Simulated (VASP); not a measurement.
Here is a VASP 6.6.1 calculation.

Contents of INCAR:

```
SYSTEM = H2Se
PREC = Accurate
ENCUT = 600
EDIFF = 1E-6
ISMEAR = 0
SIGMA = 0.1
LREAL = .False.
LASPH = .True.
NELM = 80
ALGO = Normal
ISIF = 3
LWAVE = .False.
LCHARG = .False.
GGA = PE
IVDW = 12
IBRION = 2
NSW = 100
EDIFFG = -0.01
```

KPOINTS

```
Automatic mesh
0
Gamma
  18 18 12
  0 0 0
```

The input POSCAR:

```
H2Se
1.0
    3.2405730972      0.0000000000      0.0000000000
   -1.6202865486      2.8064186250      0.0000000000
    0.0000000000      0.0000000000      3.8920177746
H Se
2 1
Direct
    0.3333333333      0.6666666667      0.1487662091
    0.6666666667      0.3333333333      0.8512337909
    0.0000000000      0.0000000000      0.0000000000
```

Potentials or basis: VASP PAW PBE potentials, release 64 (H, Se).

Run with:

```console
$ cat potpaw_PBE.64/H/POTCAR potpaw_PBE.64/Se/POTCAR > POTCAR
$ mpirun -np 1 vasp_std > vasp.out
```

Problem. Predict the relaxed volume.

Solution. 11.98 Å³/atom.

Problem. Estimate the band gap on the k mesh.

Solution. Zero (bands 4 and 5 overlap by 1.92 eV).

Problem. What does it give for the space group after relaxing (to 0.1 Å)?

Solution. P-3m1 (No. 164).

Final structure:
```
CELL_PARAMETERS angstrom
3.25938 0.00000 0.00000
-1.62969 2.82271 0.00000
0.00000 0.00000 3.90538
ATOMIC_POSITIONS crystal
H 0.33333 0.66667 0.14482
H 0.66667 0.33333 0.85518
Se 0.00000 0.00000 0.00000
```
